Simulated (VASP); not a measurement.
La, 4 atoms in the cell. Symmetry: P6_3/mmc, No. 194, hexagonal system. The conventional cell has a = 3.773 Å, b = 3.773 Å, c = 12.113 Å, α = 90.00°, β = 90.00°, γ = 120.00°. La (site symmetry -3m) has 12 La at 3.73 to 3.77 Å within 4.9 Å. Within 4.9 Å of La (site symmetry -6m2) lie 12 La at 3.73 to 3.77 Å. 

* Program: VASP 6.6.1
* Task: single point
* Functional: PBE
* Potentials or basis: VASP PAW PBE potentials, release 64 (La)
* Cutoff: 520 eV
* k mesh: 3 × 3 × 1
* Occupations: fermi-dirac, width 0.1 eV
* Spin: no spin polarisation
* Dipole correction: no
* Further INCAR settings: ALGO = Normal; EDIFF = 1e-06; NBANDS = 30

Potentials or basis: VASP PAW PBE potentials, release 64 (La).

Command:

```sh
$ cat potpaw_PBE.64/La/POTCAR > POTCAR
$ mpirun -np 1 vasp_std > vasp.out
```

Hardware: 1 thread of Intel(R) Xeon(R) Platinum 8488C (Sapphire Rapids), with other jobs on the host.

Estimate the wall time of this run.

Run time: 27 s on 1 thread of Intel(R) Xeon(R) Platinum 8488C (Sapphire Rapids), on a shared host, peak memory 0.23 GiB. Counts: scf iterations 14, k points 3.
